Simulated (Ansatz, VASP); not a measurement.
**TiO2 in VASP and in Ansatz**

INCAR

```
SYSTEM = TiO2
PREC = Accurate
ENCUT = 520
EDIFF = 1E-6
ISMEAR = 0
SIGMA = 0.05
LREAL = .FALSE.
LASPH = .TRUE.
NELM = 80
ALGO = Normal
ISIF = 2
LWAVE = .FALSE.
LCHARG = .FALSE.
GGA = PE
NBANDS = 33
```

File KPOINTS:

```
regular mesh
0
G
  6 6 10
  0 0 0
```

File POSCAR:

```
TiO2
1.0
    4.5658550395      0.0000000000      0.0000000000
    0.0000000000      4.5658550395      0.0000000000
    0.0000000000      0.0000000000      2.9143671652
Ti O
2 4
Direct
    0.0000000000      0.0000000000      0.0039244396
    0.5000000000      0.5000000000      0.5039244396
    0.3050970583      0.3050970583     -0.0058707153
    0.1949029417      0.8050970583      0.4941292847
    0.6949029417      0.6949029417     -0.0058707153
    0.8050970583      0.1949029417      0.4941292847
```

Input for Ansatz:

```yaml
crystal:
  lattice:
    - [4.5658550395, 0.0, 0.0]
    - [0.0, 4.5658550395, 0.0]
    - [0.0, 0.0, 2.9143671652]
  atoms:
    - { symbol: Ti, position: [0.0, 0.0, 0.0039244396] }
    - { symbol: Ti, position: [0.5, 0.5, 0.5039244396] }
    - { symbol: O, position: [0.3050970583, 0.3050970583, -0.0058707153] }
    - { symbol: O, position: [0.1949029417, 0.8050970583, 0.4941292847] }
    - { symbol: O, position: [0.6949029417, 0.6949029417, -0.0058707153] }
    - { symbol: O, position: [0.8050970583, 0.1949029417, 0.4941292847] }
basis:
  ecutwfc: 520.0
kpoints:
  mp_grid: { grid: [6, 6, 10] }
hamiltonian:
  xc: pbe
  pseudopotentials: { kind: paw, azcp: { folder: soft_1 } }
scf:
  occupations: { method: gaussian, width: 0.05 }
output:
  forces: true
  stress: true
  eigenvalues: true
```

Change from the starting cell: mode 1 frozen in at -0.017 Å, equal normal strain along x, y and z -0.0167.

Alike in both runs: task single point; functional PBE; k mesh 6 × 6 × 10; occupations gaussian, width 0.05 eV; no spin polarisation.

|  | VASP | Ansatz |
| --- | --- | --- |
| version | VASP 6.6.1 | Ansatz 0.2.0 |
| potentials or method | VASP PAW PBE potentials, release 64 (Ti_sv, O), cutoff 520 eV | scalar-relativistic, plane waves, PAW |
| valence electrons in the cell | 48 | 48 |

|  | VASP | Ansatz | Ansatz less VASP |
| --- | --- | --- | --- |
| gap on the k mesh at the Fermi level (eV) | 1.99 | 2.02 | +0.032 |
| least direct gap on the mesh (eV) | 1.99 | 2.02 | +0.032 |
| pressure (GPa) | 13.6 | 12.9 | -0.68 |
| traceless stress, the component that is largest in VASP (GPa) | 2.67 | 2.42 | -0.250 |
| rms of the force components (eV/Å) | 0.153 | 0.138 | -0.0149 |

Atom by atom the forces differ by 0.015 eV/Å (rms over components). With one functional, cell and mesh, what is left measures potentials, basis and numerics.
